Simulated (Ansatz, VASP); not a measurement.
# C in VASP and in Ansatz

File INCAR:

```
ALGO = Normal
EDIFF = 1E-6
EDIFFG = -0.01
ENCUT = 600
GGA = PE
IBRION = 2
ISIF = 3
ISMEAR = 0
LASPH = True
LCHARG = False
LREAL = False
LWAVE = False
NELM = 100
NSW = 100
PREC = Accurate
SIGMA = 0.02
```

File KPOINTS:

```
k-points
0
Gamma
  10 8 4
```

Contents of POSCAR:

```
C
1.0
    2.5908572034      0.0000000000      0.0000000000
    0.0000000000      3.0313775424      0.0000000000
    0.0000000000      0.0000000000      7.1496293476
C
10
Direct
    0.0000000000      0.5000000000      0.0000000000
    0.5000000000      0.0000000000      0.5000000000
    0.7348668284      0.3515742171      0.3466453163
    0.2651331716      0.3515742171      0.6533546837
    0.7348668284      0.6484257829      0.6533546837
    0.2651331716      0.6484257829      0.3466453163
    0.7651331716      0.1484257829      0.1533546837
    0.2348668284      0.1484257829      0.8466453163
    0.7651331716      0.8515742171      0.8466453163
    0.2348668284      0.8515742171      0.1533546837
```

Input for Ansatz:

```yaml
crystal:
  lattice:
    - [2.5908572034, 0.0, 0.0]
    - [0.0, 3.0313775424, 0.0]
    - [0.0, 0.0, 7.1496293476]
  atoms:
    - { symbol: C, position: [0.0, 0.5, 0.0] }
    - { symbol: C, position: [0.5, 0.0, 0.5] }
    - { symbol: C, position: [0.7348668284, 0.3515742171, 0.3466453163] }
    - { symbol: C, position: [0.2651331716, 0.3515742171, 0.6533546837] }
    - { symbol: C, position: [0.7348668284, 0.6484257829, 0.6533546837] }
    - { symbol: C, position: [0.2651331716, 0.6484257829, 0.3466453163] }
    - { symbol: C, position: [0.7651331716, 0.1484257829, 0.1533546837] }
    - { symbol: C, position: [0.2348668284, 0.1484257829, 0.8466453163] }
    - { symbol: C, position: [0.7651331716, 0.8515742171, 0.8466453163] }
    - { symbol: C, position: [0.2348668284, 0.8515742171, 0.1533546837] }
basis:
  ecutwfc: 420
kpoints:
  mp_grid: { grid: [10, 8, 4] }
hamiltonian:
  xc: pbe
scf:
  occupations: { method: gaussian, width: 0.02 }
output:
  forces: true
  stress: true
  eigenvalues: true
  write_density: true
  write_potential: true
  elf: true
  volumetric_format: npy
relax:
  adjacent_minimum: "off"
  f_tol: 0.01
  max_steps: 80
  cell: { stress_tol: 0.05 }
```

Alike in both runs: task relaxation of cell and atoms; functional PBE; k mesh 10 × 8 × 4; occupations gaussian, width 0.02 eV; no spin polarisation.

|  | VASP | Ansatz |
| --- | --- | --- |
| version | VASP 6.6.1 | Ansatz 0.2.0 |
| potentials or method | VASP PAW PBE potentials, release 64 (C), cutoff 600 eV | scalar-relativistic, plane waves, PAW |
| valence electrons in the cell | 40 | 40 |

Ansatz gave:

* gap on the k mesh at the Fermi level, each at its own relaxed structure (eV): 3.67
* relaxed volume (Å³/atom): 5.62
* relaxed cell length with the largest relative difference (Å): 2.590

**Question.** Which values does VASP return?

**Answer.** gap on the k mesh at the Fermi level, each at its own relaxed structure (eV): 3.65; relaxed volume (Å³/atom): 5.62; relaxed cell length with the largest relative difference (Å): 2.591.
